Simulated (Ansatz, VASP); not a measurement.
# Ba3SbS2: VASP beside Ansatz

```
Ba Sb S
1.0
     6.46428    0.00000    0.00000
    -3.23214    5.59823    0.00000
     0.00000    0.00000    5.34102
Ba Sb S
3 1 2
Direct
  0.50000 0.50000 0.50000
  0.50000 0.00000 0.50000
  0.00000 0.50000 0.50000
  0.00000 0.00000 0.00000
  0.66667 0.33333 0.00000
  0.33333 0.66667 0.00000
```

Change from the starting cell: species swapped into the EuCu3Pd2 type (P6/mmm, No. 191).

Alike in both runs: task single point; functional PBE; k mesh 3 × 3 × 4; occupations gaussian, width 0.1 eV; no spin polarisation.

|  | VASP | Ansatz |
| --- | --- | --- |
| version | VASP 6.6.1 | Ansatz 0.2.0 |
| potentials or method | VASP PAW PBE potentials, release 64 (Ba_sv, Sb, S), cutoff 520 eV | scalar-relativistic, plane waves, PAW |
| valence electrons in the cell | 47 | 57 |

Ansatz gave:

```
gap on the k mesh at the Fermi level (eV)                     : none
pressure (GPa)                                                : 0.7
traceless stress, the component that is largest in VASP (GPa) : -14.03
```

**Question.** What did VASP give for the same quantities?

**Answer.** gap on the k mesh at the Fermi level (eV): none; pressure (GPa): 1.8; traceless stress, the component that is largest in VASP (GPa): -13.99.

A gap of «none» marks a metal or a gap that the smearing closes. The functional is the same, so the differences come from potentials, cutoffs and numerics. VASP's potentials hold 47 valence electrons a cell and Ansatz's 57, so a difference there can come from the potentials and not from the codes.

The k mesh is coarse, so the values compare programs but aren't converged. Spin-orbit coupling is off throughout.
